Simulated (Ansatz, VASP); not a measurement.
One calculation of YbC, two programs

```
CELL_PARAMETERS angstrom
3.03992 0.00000 0.00000
0.00000 3.03992 0.00000
0.00000 0.00000 3.03992
ATOMIC_POSITIONS crystal
Yb 0.00000 0.00000 0.00000
C 0.50000 0.50000 0.50000
```

Alike in both runs: task single point; functional r2SCAN; k mesh 12 × 12 × 12; occupations gaussian, width 0.05 eV; collinear spin.

|  | VASP | Ansatz |
| --- | --- | --- |
| version | VASP 6.6.1 | Ansatz 0.2.0 |
| potentials or method | VASP PAW PBE potentials, release 64 (Yb, C), cutoff 520 eV | scalar-relativistic, plane waves, PAW |
| valence electrons in the cell | 28 | 28 |

Ansatz gave:

- gap on the k mesh at the Fermi level (eV): none
- pressure (GPa): -2.0
- net moment per atom (μB): 0.08
- size of the moment on the site where the two differ most (μB): 0.32

Task: Which values does VASP return?

Result: gap on the k mesh at the Fermi level (eV): none; pressure (GPa): -2.1; net moment per atom (μB): 0.00; size of the moment on the site where the two differ most (μB): 0.00.

VASP's potentials were made for PBE, not for r2SCAN. Site moments also hang on the region over which each program counts them. A gap of «none» marks a metal or a gap that the smearing closes. Ansatz's warnings: given moment on shells, stability check not made.

Neither program's run includes spin-orbit coupling.
